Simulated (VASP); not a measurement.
# TiC (I4/mmm) in VASP: a series of runs

Runs on TiC. Level: PBE. Tasks: single point.

Everything below comes from runs of VASP 6.6.1. Logs are shortened: lines on timing, memory, paths and dates and some standing lists are left out, and cuts for length are marked.

## 1. The cell of the first run

It takes space group I4/mmm (No. 139, tetragonal). The conventional cell has a = 3.060 Å, b = 3.060 Å, c = 4.707 Å, α = 90.00°, β = 90.00°, γ = 90.00°. Within 2.9 Å of Ti (site symmetry 4/mmm) lie 6 C at 2.16 to 2.35 Å. C (site symmetry 4/mmm) has 6 Ti at 2.16 to 2.35 Å within 2.9 Å.

## 2. Single point, PBE (strain +0.0875 x Voigt [0, 0, 1, 0, 0, 0])

Input file INCAR:

```
SYSTEM = TiC
PREC = Accurate
ENCUT = 520
EDIFF = 1E-6
ISMEAR = 0
SIGMA = 0.15
LREAL = .FALSE.
LASPH = .TRUE.
NELM = 100
ALGO = Normal
ISIF = 2
LWAVE = .FALSE.
LCHARG = .FALSE.
GGA = PE
NBANDS = 15
```

Input file KPOINTS:

```
Automatic mesh
0
G
  18 18 18
  0 0 0
```

Input file POSCAR:

```
TiC
1.0
    0.0000000000      2.1640000000      2.3533500000
    2.1640000000      0.0000000000      2.3533500000
    2.1640000000      2.1640000000      0.0000000000
Ti C
1 1
Direct
    0.0000000000      0.0000000000      0.0000000000
    0.5000000000      0.5000000000      0.5000000000
```

Potentials or basis: VASP PAW PBE potentials, release 64 (Ti_sv, C).

The run is started by

```sh
$ cat potpaw_PBE.64/Ti_sv/POTCAR potpaw_PBE.64/C/POTCAR > POTCAR
$ mpirun -np 1 vasp_std > vasp.out
```

OUTCAR:

```text
SYSTEM = TiC
   PREC = Accurate
   ENCUT = 520
   EDIFF = 1E-6
   ISMEAR = 0
   LREAL = .FALSE.
   LASPH = .TRUE.
   NELM = 100
   ISIF = 2
   GGA = PE

 ion  position               nearest neighbor table
   1  0.000  0.000  0.000-   2 2.16   2 2.16   2 2.16   2 2.16   2 2.35   2 2.35
   2  0.500  0.500  0.500-   1 2.16   1 2.16   1 2.16   1 2.16   1 2.35   1 2.35

  LATTYP: Found a body centered tetragonal cell.
 ALAT       =     3.0603581490
 C/A-ratio  =     1.5379572491

  Lattice vectors:

 A1 = (  -2.1640000000,   0.0000000000,   2.3533500000)
 A2 = (   2.1640000000,   0.0000000000,   2.3533500000)
 A3 = (   0.0000000000,   2.1640000000,  -2.3533500000)

Analysis of symmetry for initial positions (statically):
=====================================================================
 Subroutine PRICEL returns:
 Original cell was already a primitive cell.

 Routine SETGRP: Setting up the symmetry group for a
 body centered tetragonal supercell.

 Subroutine GETGRP returns: Found 16 space group operations
 (whereof 16 operations were pure point group operations)
 out of a pool of 16 trial point group operations.

The static configuration has the point symmetry D_4h.

Analysis of symmetry for dynamics (positions and initial velocities):
=====================================================================
 Subroutine PRICEL returns:
 Original cell was already a primitive cell.

 Routine SETGRP: Setting up the symmetry group for a
 body centered tetragonal supercell.

 Subroutine GETGRP returns: Found 16 space group operations
 (whereof 16 operations were pure point group operations)
 out of a pool of 16 trial point group operations.

The dynamic configuration has the point symmetry D_4h.

 Subroutine INISYM returns: Found 16 space group operations
 (whereof 16 operations are pure point group operations),
 and found     1 'primitive' translations

----------------------------------------------------------------------------------------

                                     Primitive cell

  volume of cell :      22.0410

  direct lattice vectors                    reciprocal lattice vectors
     0.000000000  2.164000000  2.353350000    -0.231053604  0.231053604  0.212463085
     2.164000000  0.000000000  2.353350000     0.231053604 -0.231053604  0.212463085
     2.164000000  2.164000000  0.000000000     0.231053604  0.231053604 -0.212463085

  length of vectors
     3.197053678  3.197053678  3.060358149     0.389759026  0.389759026  0.389759026

  position of ions in fractional coordinates (direct lattice)
     0.000000000  0.000000000  0.000000000
     0.500000000  0.500000000  0.500000000

  ion indices of the primitive-cell ions
   primitive index   ion index
[... 88 lines left out ...]
   EFERMI =   0.00;   METHOD = LEGACY
   ISMEAR =     0;   SIGMA  =   0.15  broadening in eV -4-tet -1-fermi 0-gaus
   EFERMI_NEDOS =   21; number of points for ismear=-14 and -15
   IALGO  =     38    algorithm
   IMIX   =      4    mixing-type and parameters
     AMIX     =   0.40;   BMIX     =  1.00
     AMIX_MAG =   1.60;   BMIX_MAG =  1.00
  volume/ion in A,a.u.               =      11.02        74.37
  Fermi-wavevector in a.u.,A,eV,Ry     =   1.471311  2.780375 29.453294  2.164756
  Thomas-Fermi vector in A             =   2.586462
   LORBIT       =      0    0 simple, 1 ext, 2 COOP (PROOUT), +10 PAW based schemes
   GGA     = PE    functional components
   LHFCALC =     F    Hartree Fock is set to
   AEXX    =    0.0000 exact exchange contribution
   IVDW    =     0    specifies the selected vdW correction
   LEPSILON=     F    determine dielectric tensor
   LRPA    =     F    only Hartree local field effects (RPA)
 non-spin polarized calculation
 Gauss-broadening in eV      SIGMA  =   0.15
  energy-cutoff  :      520.00
  volume of cell :       22.04
 maximum number of plane-waves:       628
   NGX = 11   NGY = 11   NGZ = 11

 number of electron      16.0000003 magnetization

 Free energy of the ion-electron system (eV)
  ---------------------------------------------------
  ext. energy  EPLUGINS =         0.00000000
  ---------------------------------------------------
  free energy    TOTEN  =       -18.54092381 eV

  energy without entropy =      -18.53753063  energy(sigma->0) =      -18.53922722

 E-fermi :   8.5055     XC(G=0): -12.2671

 val. band max:        8.4952824519   @ k =   0.1111   0.0000   0.1111
 cond. band min:       8.5065529275   @ k =   0.4444   0.3889   0.0000
 fundamental gap:      0.0112704757
 Fermi energy:         8.5055049818

 k-point     1 :       0.0000    0.0000    0.0000
  band No.  band energies     occupation
      1     -48.3116      2.00000
      2     -24.4784      2.00000
      3     -24.3218      2.00000
      4     -24.3218      2.00000
      5      -3.5335      2.00000
      6       8.8010      0.00534
      7       9.3530      0.00000
      8       9.3530      0.00000
      9       9.6115      0.00000
     10       9.9123      0.00000
     11      10.1355      0.00000
     12      10.1355      0.00000
     13      10.3203      0.00000
     14      17.9612      0.00000
[... 401 lines left out ...]
      2     -24.5675      2.00000
      3     -24.4606      2.00000
      4     -24.3223      2.00000
      5      -2.3196      2.00000
      6       5.9425      2.00000
      7       6.8822      2.00000
      8       6.8866      2.00000
      9       9.9944      0.00000
     10      10.1627      0.00000
     11      11.2080      0.00000
     12      12.7993      0.00000
     13      14.6405      0.00000
     14      18.9838      0.00000
     15      21.6947      0.00000

 [... further k-points ...]

------------------------ aborting loop because EDIFF is reached ----------------------------------------

  FORCE on cell =-STRESS in cart. coord.  units (eV):
  Direction    XX          YY          ZZ          XY          YZ          ZX
  --------------------------------------------------------------------------------------
  -------------------------------------------------------------------------------------
  Total       -1.0934504     -1.0934504     -3.7165075      0.0000000     -0.0000000      0.0000000
  in kB      -79.4838028    -79.4838028   -270.1559652      0.0000000     -0.0000000      0.0000000
  external PRESSURE =    -143.0411902 kB  Pullay stress =       0.0000000 kB

 VOLUME and BASIS-vectors are now :
 -----------------------------------------------------------------------------
  energy-cutoff  :      520.00
  volume of cell :       22.04
      direct lattice vectors                 reciprocal lattice vectors
     0.000000000  2.164000000  2.353350000    -0.231053604  0.231053604  0.212463085
     2.164000000  0.000000000  2.353350000     0.231053604 -0.231053604  0.212463085
     2.164000000  2.164000000  0.000000000     0.231053604  0.231053604 -0.212463085

 POSITION                                       TOTAL-FORCE (eV/Angst)
 -----------------------------------------------------------------------------------
      0.00000      0.00000      0.00000        -0.000000      0.000000      0.000000
      2.16400      2.16400      2.35335         0.000000     -0.000000     -0.000000
 -----------------------------------------------------------------------------------
    total drift:                                0.000000     -0.000000     -0.000000

  FREE ENERGIE OF THE ION-ELECTRON SYSTEM (eV)
  ---------------------------------------------------
  free  energy   TOTEN  =       -18.5409238148 eV

  energy  without entropy=      -18.5375306345  energy(sigma->0) =      -18.53922722
```

OSZICAR:

```text
N       E                     dE             d eps       ncg     rms          rms(c)
DAV:   1     0.118865986466E+03    0.11887E+03   -0.79601E+03 14421   0.125E+03
DAV:   2    -0.163360001804E+02   -0.13520E+03   -0.12664E+03 15394   0.332E+02
DAV:   3    -0.240990208361E+02   -0.77630E+01   -0.76242E+01 19126   0.782E+01
DAV:   4    -0.243506698130E+02   -0.25165E+00   -0.25135E+00 17754   0.131E+01
DAV:   5    -0.243573389372E+02   -0.66691E-02   -0.66682E-02 19050   0.191E+00    0.171E+01
DAV:   6    -0.194005412662E+02    0.49568E+01   -0.12725E+01 20412   0.557E+01    0.769E+00
DAV:   7    -0.186080359252E+02    0.79251E+00   -0.26895E+00 16868   0.229E+01    0.448E+00
DAV:   8    -0.185830551203E+02    0.24981E-01   -0.14142E-01 16425   0.340E+00    0.353E+00
DAV:   9    -0.185461208113E+02    0.36934E-01   -0.13916E-01 18911   0.570E+00    0.851E-01
DAV:  10    -0.185437191957E+02    0.24016E-02   -0.15844E-02 18482   0.137E+00    0.591E-01
DAV:  11    -0.185416712920E+02    0.20479E-02   -0.26697E-03 16677   0.789E-01    0.297E-01
DAV:  12    -0.185409497576E+02    0.72153E-03   -0.11121E-03 16902   0.581E-01    0.552E-02
DAV:  13    -0.185409236527E+02    0.26105E-04   -0.10752E-04 16297   0.136E-01    0.213E-02
DAV:  14    -0.185409238148E+02   -0.16209E-06   -0.97606E-06 19835   0.230E-02
   1 F= -.18540924E+02 E0= -.18539227E+02  d E =-.339318E-02
```

stdout:

```text
POSCAR found type information on POSCAR TiC
 POSCAR found :  2 types and       2 ions
 scaLAPACK will be used
 LDA part: xc-table for (Slater+PW92), standard interpolation
 POSCAR, INCAR and KPOINTS ok, starting setup
 FFT: planning ... GRIDC
 FFT: planning ... GRID_SOFT
 FFT: planning ... GRID
 WAVECAR not read
 entering main loop
```

It took 3.5 min on 1 thread of AMD EPYC 7R13, shared host; peak memory 0.25 GiB.

Results:

```
Free energy            : -18.5409 eV
Pressure               : -14.3 GPa
Band gap on the k mesh : zero (band 8 reaches 9.35 eV, above the bottom of band 9 at 7.90 eV)
```

Stress tensor (GPa, compression positive):
```
 -7.95   0.00   0.00
  0.00  -7.95   0.00
  0.00   0.00 -27.02
```

Levels at points of the mesh, in eV from the Fermi level:
| k point | band 4 | band 5 | band 6 | band 7 | band 8 | band 9 | band 10 | band 11 | band 12 | band 13 |
| --- | --- | --- | --- | --- | --- | --- | --- | --- | --- | --- |
| (0.00, 0.00, 0.00) | -32.83 | -12.04 | 0.30 | 0.85 | 0.85 | 1.11 | 1.41 | 1.63 | 1.63 | 1.81 |
| (0.50, 0.00, 0.00) | -32.84 | -8.90 | -5.49 | -2.79 | -2.65 | 2.47 | 2.75 | 3.72 | 6.80 | 7.60 |
| (0.50, 0.50, 0.00) | -32.92 | -9.99 | -3.83 | -1.33 | 0.28 | 0.28 | 2.43 | 3.06 | 3.06 | 4.62 |
| (0.50, 0.00, 0.50) | -33.01 | -9.80 | -3.09 | -1.42 | -0.31 | -0.22 | 2.34 | 2.86 | 3.40 | 5.38 |

Caveat: the cell differs from its parent crystal (strain +0.0875 x Voigt [0, 0, 1, 0, 0, 0]).

(Continued in part 2 of 2.)
